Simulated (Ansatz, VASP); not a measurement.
**One calculation of CsH, two programs**

The input INCAR:

```
SYSTEM = CsH
PREC     = Accurate       ! precision mode
ENCUT    = 520            ! plane-wave cutoff, eV
EDIFF    = 1E-7           ! SCF threshold, eV
ISMEAR   = 0              ! smearing method
SIGMA    = 0.05           ! smearing width, eV
LREAL    = .False.        ! projectors in reciprocal space
LASPH    = .True.         ! aspherical terms in the spheres
NELM     = 100            ! most SCF steps
ALGO     = Normal         ! electronic algorithm
ISIF     = 2              ! what is computed and relaxed
LWAVE    = .False.        ! write WAVECAR
LCHARG   = .False.        ! write CHGCAR
NBANDS   = 12             ! bands
```

The input KPOINTS:

```
regular mesh
0
Gamma
  8 8 8
  0 0 0
```

The input POSCAR:

```
CsH
1.0
    0.0000000000      3.1880000000      3.1880000000
    3.1880000000      0.0000000000      3.1880000000
    3.1880000000      3.1880000000      0.0000000000
Cs H
1 1
Direct
    0.0000000000      0.0000000000      0.0000000000
    0.5000000000      0.5000000000      0.5000000000
```

Input for Ansatz:

```yaml
crystal:
  lattice:
    - [0.0, 3.188, 3.188]
    - [3.188, 0.0, 3.188]
    - [3.188, 3.188, 0.0]
  atoms:
    - { symbol: Cs, position: [0.0, 0.0, 0.0] }
    - { symbol: H, position: [0.5, 0.5, 0.5] }
basis:
  ecutwfc: 420
kpoints:
  mp_grid: { grid: [8, 8, 8] }
hamiltonian:
  xc: lda
scf:
  occupations: { method: gaussian, width: 0.05 }
output:
  forces: true
  stress: true
  eigenvalues: true
```

Alike in both runs: task single point; functional LDA; k mesh 8 × 8 × 8; occupations gaussian, width 0.05 eV; no spin polarisation.

|  | VASP | Ansatz |
| --- | --- | --- |
| version | VASP 6.6.1 | Ansatz 0.2.0 |
| potentials or method | VASP PAW LDA potentials, release 64 (Cs_sv, H), cutoff 520 eV | scalar-relativistic, plane waves, PAW |
| valence electrons in the cell | 10 | 10 |

|  | VASP | Ansatz | Ansatz less VASP |
| --- | --- | --- | --- |
| gap on the k mesh at the Fermi level (eV) | 1.94 | 1.95 | +0.018 |
| least direct gap on the mesh (eV) | 1.94 | 1.95 | +0.018 |
| pressure (GPa) | -1.2 | -1.3 | -0.02 |

LDA's correlation is that of Perdew and Zunger in VASP and of Perdew and Wang (1992) in Ansatz.

Spin-orbit coupling is off throughout.
